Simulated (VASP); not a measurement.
# Sn: single point with PBE

Crystal: Sn.

```
Sn
1.0
     0.00000    3.28446    3.28446
     3.28446    0.00000    3.28446
     3.28446    3.28446    0.00000
Sn
2
Direct
  0.00000 0.00000 0.00000
  0.25000 0.25000 0.25000
```

```json
{
 "Program": "VASP 6.6.1",
 "Task": "single point",
 "Functional": "PBE",
 "Potentials or basis": "VASP PAW PBE potentials, release 64 (Sn_d)",
 "Cutoff": "520 eV",
 "k mesh": "6 × 6 × 6",
 "Occupations": "fermi-dirac, width 0.02 eV",
 "Spin": "no spin polarisation",
 "Dipole correction": "no",
 "Further INCAR settings": "ALGO = Normal; EDIFF = 1e-06; NBANDS = 21"
}
```

```yaml
Pressure: 1.5 GPa
Band_gap_on_the_k_mesh: zero (band 14 reaches 5.36 eV, above the bottom of band 15 at 5.19 eV)
```

Levels at points of the mesh, in eV from the Fermi level:
| k point | band 11 | band 12 | band 13 | band 14 | band 15 | band 16 | band 17 | band 18 |
| --- | --- | --- | --- | --- | --- | --- | --- | --- |
| (0.00, 0.00, 0.00) | -10.29 | -0.81 | 0.16 | 0.16 | 0.16 | 2.23 | 2.23 | 2.23 |
| (0.50, 0.00, 0.00) | -8.74 | -6.09 | -0.99 | -0.99 | 0.00 | 3.29 | 3.29 | 5.75 |
| (0.50, 0.50, 0.00) | -7.31 | -7.31 | -2.27 | -2.27 | 0.94 | 0.94 | 7.57 | 7.57 |

Wall time 18 s on 1 thread of Intel(R) Xeon(R) Platinum 8259CL CPU @ 2.50GHz (Skylake/Cascade Lake), with other jobs on the host, peak memory 0.2 GiB.

Caveat: spin-orbit coupling is left out, which moves the levels of the heavy elements.
